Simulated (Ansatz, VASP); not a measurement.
## One calculation of Al2B3P5, two programs

File INCAR:

```
SYSTEM = Al2B3P5
ALGO     = Normal         ! electronic algorithm
EDIFF    = 1E-6           ! SCF threshold, eV
ENCUT    = 520            ! plane-wave cutoff, eV
GGA      = PE             ! functional
ISIF     = 2              ! what is computed and relaxed
ISMEAR   = 0              ! smearing method
LASPH    = .TRUE.         ! aspherical terms in the spheres
LCHARG   = .FALSE.        ! write CHGCAR
LREAL    = .FALSE.        ! projectors in reciprocal space
LWAVE    = .FALSE.        ! write WAVECAR
NBANDS   = 31             ! bands
NELM     = 80             ! most SCF steps
PREC     = Accurate       ! precision mode
SIGMA    = 0.1            ! smearing width, eV
```

The input KPOINTS:

```
k-points
0
G
  8 8 8
  0 0 0
```

The input POSCAR:

```
Al2B3P5
1.0
   -1.7613700300      1.7613700300     12.4547669400
    1.7613700300     -1.7613700300     12.4547669400
    1.7613700300      1.7613700300    -12.4547669400
Al B P
2 3 5
Direct
    0.9000000000      0.9000000000      0.0000000000
    0.1000000000      0.1000000000      0.0000000000
    0.5000000000      0.5000000000      0.0000000000
    0.7000000000      0.7000000000      0.0000000000
    0.3000000000      0.3000000000      0.0000000000
    0.4500000000      0.9500000000      0.5000000000
    0.0500000000      0.5500000000      0.5000000000
    0.6500000000      0.1500000000      0.5000000000
    0.2500000000      0.7500000000      0.5000000000
    0.8500000000      0.3500000000      0.5000000000
```

Input for Ansatz:

```yaml
crystal:
  lattice:
    - [-1.76137003, 1.76137003, 12.45476694]
    - [1.76137003, -1.76137003, 12.45476694]
    - [1.76137003, 1.76137003, -12.45476694]
  atoms:
    - { symbol: Al, position: [0.9, 0.9, 0.0] }
    - { symbol: Al, position: [0.1, 0.1, 0.0] }
    - { symbol: B, position: [0.5, 0.5, 0.0] }
    - { symbol: B, position: [0.7, 0.7, 0.0] }
    - { symbol: B, position: [0.3, 0.3, 0.0] }
    - { symbol: P, position: [0.45, 0.95, 0.5] }
    - { symbol: P, position: [0.05, 0.55, 0.5] }
    - { symbol: P, position: [0.65, 0.15, 0.5] }
    - { symbol: P, position: [0.25, 0.75, 0.5] }
    - { symbol: P, position: [0.85, 0.35, 0.5] }
basis:
  ecutwfc: 420
kpoints:
  mp_grid: { grid: [8, 8, 8] }
hamiltonian:
  xc: pbe
scf:
  occupations: { method: gaussian, width: 0.1 }
  lower_state_search: "off"
output:
  forces: true
  stress: true
  eigenvalues: true
```

Alike in both runs: task single point; functional PBE; k mesh 8 × 8 × 8; occupations gaussian, width 0.1 eV; no spin polarisation.

|  | VASP | Ansatz |
| --- | --- | --- |
| version | VASP 6.6.1 | Ansatz 0.2.0 |
| potentials or method | VASP PAW PBE potentials, release 64 (Al, B, P), cutoff 520 eV | scalar-relativistic, plane waves, PAW |
| valence electrons in the cell | 40 | 40 |

VASP gave:

- gap on the k mesh at the Fermi level (eV): 1.12
- least direct gap on the mesh (eV): 1.30
- pressure (GPa): 3.8
- traceless stress, the component that is largest in VASP (GPa): -0.80
- rms of the force components (eV/Å): 1.726

What did Ansatz give for the same quantities?

gap on the k mesh at the Fermi level (eV): 1.12; least direct gap on the mesh (eV): 1.30; pressure (GPa): 3.9; traceless stress, the component that is largest in VASP (GPa): -0.80; rms of the force components (eV/Å): 1.729.

Atom by atom the forces differ by 0.003 eV/Å (rms over components). The functional is the same, so the differences come from potentials, cutoffs and numerics.
